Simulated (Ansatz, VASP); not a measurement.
# One calculation of HgTe, two programs

```
CELL_PARAMETERS angstrom
0.00000 3.04704 3.04704
3.04704 0.00000 3.04704
3.04704 3.04704 0.00000
ATOMIC_POSITIONS crystal
Hg 0.00000 0.00000 0.00000
Te 0.50000 0.50000 0.50000
```

Alike in both runs: functional r2SCAN; k mesh 12 × 12 × 12; occupations gaussian, width 0.1 eV; no spin polarisation.

Ansatz relaxed the structure, and its values are those at the end. VASP's run is a single point on that final structure, the one shown.

```csv
,VASP,Ansatz
version,VASP 6.6.1,Ansatz 0.2.0
potentials or method,"VASP PAW PBE potentials, release 64 (Hg, Te), cutoff 520 eV","scalar-relativistic, plane waves, PAW"
valence electrons in the cell,18,36
```

Ansatz gave:

```
gap on the k mesh at the Fermi level (eV) : none
pressure (GPa)                            : 0.0
```

Task: What did VASP give for the same quantities?

Result: gap on the k mesh at the Fermi level (eV): none; pressure (GPa): 0.1.

VASP's potentials were made for PBE, not for r2SCAN. A gap of «none» marks a metal or a gap that the smearing closes. With one functional, cell and mesh, what is left measures potentials, basis and numerics. VASP's potentials hold 18 valence electrons a cell and Ansatz's 36, so a difference there can come from the potentials and not from the codes.

Spin-orbit coupling is off throughout.
